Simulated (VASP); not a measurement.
# HfNbSe4 (P-6m2) in VASP: notebook, part 2 of 2

VASP 6.6.1.

### Step 3. Relaxation of cell and atoms, PBE

The input, INCAR:

```
ALGO     = Normal         # electronic algorithm
EDIFF    = 1E-6           # SCF threshold, eV
EDIFFG   = -0.04          # ionic threshold
ENCUT    = 600            # plane-wave cutoff, eV
GGA      = PE             # functional
IBRION   = 2              # ionic algorithm
ISIF     = 3              # what is computed and relaxed
ISMEAR   = 0              # smearing method
LASPH    = True           # aspherical terms in the spheres
LCHARG   = False          # write CHGCAR
LREAL    = False          # projectors in reciprocal space
LWAVE    = False          # write WAVECAR
NELM     = 80             # most SCF steps
NSW      = 90             # ionic steps
PREC     = Accurate       # precision mode
SIGMA    = 0.1            # smearing width, eV
```

The input, KPOINTS:

```
k-points
0
Gamma
  3 3 4
```

The input, POSCAR:

```
HfNbSe4
1.0
    6.0528219000      0.0000000000      0.0000000000
   -3.0264109500      5.2418975300      0.0000000000
    0.0000000000      0.0000000000      4.9048989200
Hf Nb Se
1 1 4
Direct
    0.3333333300      0.6666666700      0.0000000000
    0.6666666700      0.3333333300      0.0000000000
    0.0000000000      0.0000000000      0.0000000000
    0.3316383300      0.1658191600      0.5000000000
    0.8341808400      0.1658191600      0.5000000000
    0.8341808400      0.6683616700      0.5000000000
```

Potentials or basis: VASP PAW PBE potentials, release 64 (Hf_pv, Nb_sv, Se).

Run with:

```
$ cat potpaw_PBE.64/Hf_pv/POTCAR potpaw_PBE.64/Nb_sv/POTCAR potpaw_PBE.64/Se/POTCAR > POTCAR
$ mpirun -np 1 vasp_std > vasp.out
```

OUTCAR:

```text
EDIFF = 1E-6
   EDIFFG = -0.04
   ENCUT = 600
   GGA = PE
   IBRION = 2
   ISIF = 3
   ISMEAR = 0
   LASPH = True
   LREAL = False
   NELM = 80
   NSW = 90
   PREC = Accurate

 ion  position               nearest neighbor table
   1  0.333  0.667  0.000-
   2  0.667  0.333  0.000-
   3  0.000  0.000  0.000-
   4  0.332  0.166  0.500-
   5  0.834  0.166  0.500-
   6  0.834  0.668  0.500-

  LATTYP: Found a hexagonal cell.
 ALAT       =     6.0528219000
 C/A-ratio  =     0.8103491233

  Lattice vectors:

 A1 = (   6.0528219000,   0.0000000000,   0.0000000000)
 A2 = (  -3.0264109500,   5.2418975300,   0.0000000000)
 A3 = (   0.0000000000,   0.0000000000,   4.9048989200)

Analysis of symmetry for initial positions (statically):
=====================================================================
 Subroutine PRICEL returns:
 Original cell was already a primitive cell.

 Routine SETGRP: Setting up the symmetry group for a
 hexagonal supercell.

 Subroutine GETGRP returns: Found 12 space group operations
 (whereof 12 operations were pure point group operations)
 out of a pool of 24 trial point group operations.

The static configuration has the point symmetry D_3h.

Analysis of symmetry for dynamics (positions and initial velocities):
=====================================================================
 Subroutine PRICEL returns:
 Original cell was already a primitive cell.

 Routine SETGRP: Setting up the symmetry group for a
 hexagonal supercell.

 Subroutine GETGRP returns: Found 12 space group operations
 (whereof 12 operations were pure point group operations)
 out of a pool of 24 trial point group operations.

The dynamic configuration has the point symmetry D_3h.

 Subroutine INISYM returns: Found 12 space group operations
 (whereof 12 operations are pure point group operations),
 and found     1 'primitive' translations

----------------------------------------------------------------------------------------

                                     Primitive cell

  volume of cell :     155.6240

  direct lattice vectors                    reciprocal lattice vectors
     6.052821900  0.000000000  0.000000000     0.165212196  0.095385306  0.000000000
    -3.026410950  5.241897530  0.000000000     0.000000000  0.190770612  0.000000000
     0.000000000  0.000000000  4.904898920     0.000000000  0.000000000  0.203877800

  length of vectors
     6.052821900  6.052821900  4.904898920     0.190770612  0.190770612  0.203877800

  position of ions in fractional coordinates (direct lattice)
     0.333333330  0.666666670  0.000000000
     0.666666670  0.333333330  0.000000000
     0.000000000  0.000000000  0.000000000
     0.331638330  0.165819160  0.500000000
     0.834180840  0.165819160  0.500000000
     0.834180840  0.668361670  0.500000000

  ion indices of the primitive-cell ions
   primitive index   ion index
                 1           1
                 2           2
                 3           3
                 4           4
                 5           5
                 6           6

----------------------------------------------------------------------------------------

 KPOINTS: k-points

Automatic generation of k-mesh.
 Grid dimensions read from file:
 generate k-points for:    3    3    4

 Generating k-lattice:

  Cartesian coordinates                     Fractional coordinates (reciprocal lattice)
     0.055070732  0.031795102  0.000000000     0.333333333  0.000000000  0.000000000
     0.000000000  0.063590204  0.000000000     0.000000000  0.333333333  0.000000000
     0.000000000  0.000000000  0.050969450     0.000000000  0.000000000  0.250000000

  Length of vectors
     0.063590204  0.063590204  0.050969450

  Shift w.r.t. Gamma in fractional coordinates (k-lattice)
     0.000000000  0.000000000  0.000000000

 Subroutine IBZKPT returns following result:
 ===========================================

 Found      9 irreducible k-points:

 Following reciprocal coordinates:
            Coordinates               Weight
  0.000000  0.000000  0.000000      1.000000
  0.333333  0.000000  0.000000      6.000000
  0.333333  0.333333  0.000000      2.000000
  0.000000  0.000000  0.250000      2.000000
  0.333333  0.000000  0.250000     12.000000
  0.333333  0.333333  0.250000      4.000000
  0.000000  0.000000  0.500000      1.000000
  0.333333  0.000000  0.500000      6.000000
  0.333333  0.333333  0.500000      2.000000
   k-points           NKPTS =      9   k-points in BZ     NKDIM =      9   number of bands    NBANDS=     28
   number of dos      NEDOS =    301   number of ions     NIONS =      6
   total plane-waves  NPLWV =  92160
   dimension x,y,z NGX =    48 NGY =   48 NGZ =   40
   dimension x,y,z NGXF=    96 NGYF=   96 NGZF=   80
   ions per type =               1   1   4
   NGX,Y,Z   is equivalent  to a cutoff of  13.18, 13.18, 13.56 a.u.
   NGXF,Y,Z  is equivalent  to a cutoff of  26.37, 26.37, 27.12 a.u.
 SYSTEM =  unknown system
   PREC   = accura    normal or accurate (medium, high low for compatibility)
   ISTART =      0    job   : 0-new  1-cont  2-samecut
   ICHARG =      2    charge: 1-file 2-atom 10-const
   ISPIN  =      1    spin polarized calculation?
   LNONCOLLINEAR =      F non collinear calculations
   LSORBIT =      F    spin-orbit coupling
   LASPH  =      T    aspherical Exc in radial PAW
   ENCUT  =  600.0 eV  44.10 Ry    6.64 a.u.  12.09 12.09  9.80*2*pi/ulx,y,z
   NELM   =     80;   NELMIN=  2; NELMDL= -5     # of ELM steps
   EDIFF  = 0.1E-05   stopping-criterion for ELM
   LREAL  =      F    real-space projection
   EDIFFG = -.4E-01   stopping-criterion for IOM
   NSW    =     90    number of steps for IOM
   IBRION =      2    ionic relax: 0-MD 1-quasi-New 2-CG
   NFREE  =      1    steps in history (QN), initial steepest desc. (CG)
   ISIF   =      3    stress and relaxation
   ISYM   =      2    0-nonsym 1-usesym 2-fastsym
   POTIM  = 0.5000    time-step for ionic-motion
   TEBEG  =    0.0;   TEEND  =   0.0 temperature during run
   PSTRESS=    0.0 pullay stress
   NELECT =      47.0000    total number of electrons
   NUPDOWN=      -1.0000    fix difference up-down
   EMIN   =  10.00;   EMAX   =-10.00  energy-range for DOS
   EFERMI =   0.00;   METHOD = LEGACY
   ISMEAR =     0;   SIGMA  =   0.10  broadening in eV -4-tet -1-fermi 0-gaus
   EFERMI_NEDOS =   21; number of points for ismear=-14 and -15
   IALGO  =     38    algorithm
   IMIX   =      4    mixing-type and parameters
     AMIX     =   0.40;   BMIX     =  1.00
     AMIX_MAG =   1.60;   BMIX_MAG =  1.00
  volume/ion in A,a.u.               =      25.94       175.03
  Fermi-wavevector in a.u.,A,eV,Ry     =   1.098370  2.075618 16.414292  1.206416
  Thomas-Fermi vector in A             =   2.234746
   LORBIT       =      0    0 simple, 1 ext, 2 COOP (PROOUT), +10 PAW based schemes
   GGA     = PE    functional components
   LHFCALC =     F    Hartree Fock is set to
   AEXX    =    0.0000 exact exchange contribution
   IVDW    =     0    specifies the selected vdW correction
   LEPSILON=     F    determine dielectric tensor
   LRPA    =     F    only Hartree local field effects (RPA)
 conjugate gradient relaxation of ions
 non-spin polarized calculation
 Gauss-broadening in eV      SIGMA  =   0.10
  energy-cutoff  :      600.00
  volume of cell :      155.62
 maximum number of plane-waves:      5256
   NGX = 25   NGY = 25   NGZ = 19

--------------------------------------- Ionic step        1  -------------------------------------------

 number of electron      47.0000004 magnetization

 Free energy of the ion-electron system (eV)
  ---------------------------------------------------
  ext. energy  EPLUGINS =         0.00000000
  ---------------------------------------------------
  free energy    TOTEN  =       -29.97160757 eV

  energy without entropy =      -29.92656636  energy(sigma->0) =      -29.94908697

 E-fermi :   4.4668     XC(G=0):  -9.8260

 val. band max:        4.4485659886   @ k =   0.0000   0.0000   0.2500
 cond. band min:       4.4966054079   @ k =   0.3333   0.3333   0.0000
 fundamental gap:      0.0480394193
 Fermi energy:         4.4668056188

 k-point     1 :       0.0000    0.0000    0.0000
  band No.  band energies     occupation
      1     -51.1209      2.00000
      2     -28.5874      2.00000
      3     -28.1817      2.00000
      4     -28.1817      2.00000
      5     -27.1403      2.00000
      6     -27.0914      2.00000
[... 425 lines left out ...]
  energy  without entropy=      -31.3057178291  energy(sigma->0) =      -31.32748993

--------------------------------------- Ionic step        5  -------------------------------------------

 number of electron      47.0000001 magnetization

 Free energy of the ion-electron system (eV)
  ---------------------------------------------------
  ext. energy  EPLUGINS =         0.00000000
  ---------------------------------------------------
  free energy    TOTEN  =       -31.34978857 eV

  energy without entropy =      -31.30594404  energy(sigma->0) =      -31.32786631

 E-fermi :   6.5790     XC(G=0): -10.7340

 val. band max:        6.5587482179   @ k =   0.3333   0.0000   0.0000
 cond. band min:       6.6164854896   @ k =   0.3333   0.0000   0.5000
 fundamental gap:      0.0577372716
 Fermi energy:         6.5790358189

 k-point     1 :       0.0000    0.0000    0.0000
  band No.  band energies     occupation
      1     -48.6867      2.00000
      2     -26.0154      2.00000
      3     -25.6368      2.00000
      4     -25.6368      2.00000
      5     -24.8465      2.00000
      6     -24.6918      2.00000
[... 301 lines left out ...]
  FREE ENERGIE OF THE ION-ELECTRON SYSTEM (eV)
  ---------------------------------------------------
  free  energy   TOTEN  =       -31.3497885722 eV

  energy  without entropy=      -31.3059440399  energy(sigma->0) =      -31.32786631

 reached required accuracy - stopping structural energy minimisation
```

It took 7.2 min on 1 thread of Intel Xeon 8259CL, shared host; peak memory 0.34 GiB.

Results:

```yaml
Free_energy: -31.3498 eV
Relaxed_volume: 21.15 Å³/atom
Relaxed_cell: a = 5.586 Å, b = 5.586 Å, c = 4.695 Å, α = 90.00°, β = 90.00°, γ = 120.00°
Space_group_after_relaxing_to_0.05_Å: P-6m2 (No. 187)
Energy_gained_by_relaxing: 229.7 meV/atom
Ionic_steps: 5
Pressure_after_relaxing: 0.2 GPa
```

The path:
| step | energy change (eV) | largest force (eV/Å) | pressure (GPa) | volume (Å³) |
| --- | --- | --- | --- | --- |
| 1 | 0.0000 | 1.0778 | -11.31 | 155.62 |
| 2 | -1.1636 | 0.0655 | 7.73 | 117.88 |
| 3 | -1.3503 | 0.5191 | 0.55 | 126.34 |
| 4 | -1.3777 | 0.0721 | 0.23 | 126.96 |
| 5 | -1.3782 | 0.0000 | 0.25 | 126.88 |

Final structure:
```
Hf Nb Se
1.0
     5.58621    0.00000    0.00000
    -2.79311    4.83780    0.00000
     0.00000    0.00000    4.69499
Hf Nb Se
1 1 4
Direct
  0.33333 0.66667 0.00000
  0.66667 0.33333 0.00000
  0.00000 0.00000 0.00000
  0.34340 0.17170 0.50000
  0.82830 0.17170 0.50000
  0.82830 0.65660 0.50000
```

Caveat: the k points lie up to 0.43 Å⁻¹ apart in the final cell; the volume moved by over 15 % at a fixed basis, so the end points are rough; spin-orbit coupling is left out, which moves the levels of the heavy elements.
